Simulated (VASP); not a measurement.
A run of VASP 6.6.1 is set up as follows.

Contents of INCAR:

```
PREC     = Accurate       # precision mode
ENCUT    = 500            # plane-wave cutoff, eV
EDIFF    = 1E-6           # SCF threshold, eV
ISMEAR   = -1             # smearing method
SIGMA    = 0.01           # smearing width, eV
LREAL    = False          # projectors in reciprocal space
LASPH    = True           # aspherical terms in the spheres
NELM     = 120            # most SCF steps
ALGO     = Normal         # electronic algorithm
ISIF     = 2              # what is computed and relaxed
LWAVE    = False          # write WAVECAR
LCHARG   = False          # write CHGCAR
GGA      = RE             # functional
IVDW     = 12             # dispersion correction
NBANDS   = 17             # bands
GGA_COMPAT= False
```

File KPOINTS:

```
regular mesh
0
Gamma
  5 5 5
```

The input POSCAR:

```
PbS
1.0
    0.0000000000      2.9554412554      2.9554412554
    2.9554412554      0.0000000000      2.9554412554
    2.9554412554      2.9554412554      0.0000000000
Pb S
1 1
Direct
    0.0000000000      0.0000000000      0.0000000000
    0.5000000000      0.5000000000      0.5000000000
```

Potentials or basis: VASP PAW PBE potentials, release 64 (Pb_d, S).

Launch:

```console
$ cat potpaw_PBE.64/Pb_d/POTCAR potpaw_PBE.64/S/POTCAR > POTCAR
$ mpirun -np 1 vasp_std > vasp.out
```

Predict the dispersion energy per atom.

-0.654 eV.

Predict the pressure.

-0.1 GPa.

Caveat: the PAW data sets were made with another functional, which shifts forces and pressure a little.
